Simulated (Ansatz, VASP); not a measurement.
# LiCl in VASP and in Ansatz

```xyz
2
Lattice="0.0000 2.4878 2.4878 2.4878 0.0000 2.4878 2.4878 2.4878 0.0000" Properties=species:S:1:pos:R:3 pbc="T T T"
Li    0.0000    0.0000    0.0000
Cl    2.4878    2.4878    2.4878
```

Change from the starting cell: strain -0.030 along x and y, -0.030 along z, atoms carried along.

Alike in both runs: task single point; functional r2SCAN; k mesh 8 × 8 × 8; occupations gaussian, width 0.05 eV; no spin polarisation.

|  | VASP | Ansatz |
| --- | --- | --- |
| version | VASP 6.6.1 | Ansatz 0.2.0 |
| potentials or method | VASP PAW PBE potentials, release 64 (Li_sv, Cl), cutoff 520 eV | scalar-relativistic, plane waves, PAW |
| valence electrons in the cell | 10 | 10 |

```tsv
	VASP	Ansatz	Ansatz less VASP
gap on the k mesh at the Fermi level (eV)	7.64	7.62	-0.018
least direct gap on the mesh (eV)	7.93	7.83	-0.099
```

VASP's potentials were made for PBE, not for r2SCAN.

Noted on VASP's run: the cutoff is under 1.25 times that of the potentials, so the pressure is a little rough.
